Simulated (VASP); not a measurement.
Write the native input for VASP 6.6.1 that does the following.

* Task: single point
* Functional: PBE
* Potentials or basis: VASP PAW PBE potentials, release 64 (In_d)
* Cutoff: 520 eV
* k mesh: 20 × 20 × 20
* Occupations: gaussian, width 0.15 eV
* Spin: no spin polarisation
* Dipole correction: no
* Further INCAR settings: ALGO = Fast; EDIFF = 1e-07; NBANDS = 12

The structure of In lies in POSCAR:

```
In
1.0
   -1.5773655000      1.5773655000      2.5481685000
    1.5773655000     -1.5773655000      2.5481685000
    1.5773655000      1.5773655000     -2.5481685000
In
1
Direct
    0.0000000000      0.0000000000      0.0000000000
```

This cell differs from its parent crystal: strain -0.030 along x and y, +0.030 along z.

The input as run:

INCAR

```
ALGO = Fast
EDIFF = 1E-7
ENCUT = 520
GGA = PE
ISIF = 2
ISMEAR = 0
LASPH = T
LCHARG = F
LREAL = F
LWAVE = F
NBANDS = 12
NELM = 60
PREC = Accurate
SIGMA = 0.15
```

KPOINTS

```
k-points
0
Gamma
  20 20 20
```

Potentials or basis: VASP PAW PBE potentials, release 64 (In_d).

The run is started by

```bash
$ cat potpaw_PBE.64/In_d/POTCAR > POTCAR
$ mpirun -np 1 vasp_std > vasp.out
```

Results of the run:

| Quantity | Value |
| --- | --- |
| Pressure | 3.5 GPa |

Caveat: the cell differs from its parent crystal (strain -0.030 along x and y, +0.030 along z).

Wall time 2.7 min on 1 thread of Intel Xeon 6975P-C (shared host), peak memory 0.31 GiB.
